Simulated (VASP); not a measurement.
C: single point with PBE+D3(BJ)

C, a slab with vacuum:

```xyz
2
Lattice="2.4230 0.0000 0.0000 -1.2115 2.0984 0.0000 0.0000 0.0000 26.0024" Properties=species:S:1:pos:R:3 pbc="T T T"
C     1.2115    0.6995   13.2867
C     0.0000    1.3989   12.7157
```

```json
{
 "Program": "VASP 6.6.1",
 "Task": "single point",
 "Functional": "PBE",
 "Dispersion": "D3(BJ)",
 "Potentials or basis": "VASP PAW PBE potentials, release 64 (C)",
 "Cutoff": "520 eV",
 "k mesh": "21 × 21 × 1",
 "Occupations": "gaussian, width 0.1 eV",
 "Spin": "no spin polarisation"
}
```

- Largest force: 9.840 eV/Å
- Band gap on the k mesh: zero (band 4 reaches -3.39 eV, above the bottom of band 5 at -3.54 eV)
- Dispersion energy per atom: -0.088 eV

Forces in eV/Å, atoms in the order of the input:
```
C    0.000  0.000 -9.840
C    0.000  0.000  9.840
```

Levels at points of the mesh, in eV from the Fermi level:
```tsv
k point	band 2	band 3	band 4	band 5	band 6	band 7
(0.00, 0.00, 0.00)	-7.14	0.03	0.03	1.37	4.39	4.60
```

Run time: 2.6 min on 1 thread of AMD EPYC 7R43 64-Core Processor (Zen 3) (shared host), peak memory 0.22 GiB.
